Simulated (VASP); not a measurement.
## Al2Cu: single point with PBEsol

The system is Al2Cu.

```
Al Cu
1.0
    -1.96389    1.96389    2.82007
     1.96389   -1.96389    2.82007
     1.96389    1.96389   -2.82007
Al Cu
2 1
Direct
  0.75000 0.25000 0.50000
  0.25000 0.75000 0.50000
  0.50000 0.50000 0.00000
```

This cell differs from its parent crystal: strain -0.030 along x and y, -0.015 along z.

| Property | Result |
| --- | --- |
| Program | VASP 6.6.1 |
| Task | single point |
| Functional | PBEsol |
| Potentials or basis | VASP PAW PBE potentials, release 64 (Al, Cu) |
| Cutoff | 520 eV |
| k mesh | 16 × 16 × 16 |
| Occupations | gaussian, width 0.15 eV |
| Spin | no spin polarisation |

| Property | Result |
| --- | --- |
| Pressure | 10.0 GPa |
| Band gap on the k mesh | zero (an odd number of electrons rules out a gap without spin polarisation) |

Stress tensor (GPa, compression positive):
```
10.65  0.00  0.00
 0.00 10.65  0.00
 0.00  0.00  8.78
```

Levels at points of the mesh, in eV from the Fermi level:
| k point | band 7 | band 8 | band 9 | band 10 | band 11 | band 12 |
| --- | --- | --- | --- | --- | --- | --- |
| (0.00, 0.00, 0.00) | 2.84 | 2.96 | 2.96 | 3.16 | 3.16 | 3.34 |
| (0.50, 0.00, 0.00) | -4.25 | 0.54 | 0.69 | 3.05 | 3.15 | 4.41 |
| (0.50, 0.50, 0.00) | -3.98 | -2.23 | -2.11 | 0.63 | 1.43 | 9.26 |
| (0.50, 0.50, 0.50) | -4.03 | -2.06 | -2.06 | 0.83 | 1.52 | 9.25 |

It took 8.1 min on 1 thread of Intel Xeon 8259CL (shared host), peak memory 0.36 GiB.

Caveat: the cell differs from its parent crystal (strain -0.030 along x and y, -0.015 along z); the cell stands under pressure; the PAW data sets were made with another functional, which shifts forces and pressure a little.
